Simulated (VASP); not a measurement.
A run of VASP 6.6.1 is set up as follows.

INCAR

```
PREC = Accurate ; ENCUT = 520
EDIFF = 1E-6 ; ISMEAR = 0
SIGMA = 0.15 ; LREAL = F
LASPH = T ; NELM = 80
ALGO = Normal ; ISIF = 2
LWAVE = F ; LCHARG = F
NBANDS = 16
```

File KPOINTS:

```
Automatic mesh
0
Gamma
  16 16 16
```

POSCAR

```
GaSb
1.0
   -2.6275500000      2.6275500000      1.6002000000
    2.6275500000     -2.6275500000      1.6002000000
    2.6275500000      2.6275500000     -1.6002000000
Ga Sb
1 1
Direct
    0.2500000000      0.7500000000      0.5000000000
    0.0000000000      0.0000000000      0.0000000000
```

Potentials or basis: VASP PAW LDA potentials, release 64 (Ga_d, Sb).

Run with:

```bash
$ cat potpaw_LDA.64/Ga_d/POTCAR potpaw_LDA.64/Sb/POTCAR > POTCAR
$ mpirun -np 1 vasp_std > vasp.out
```

(1) Predict the pressure.

(2) Predict the band gap on the k mesh.

## Answers

(1) 1.3 GPa.

(2) zero (bands 9 and 10 overlap by 5.50 eV).

Caveat: spin-orbit coupling is left out, which moves the levels of the heavy elements.
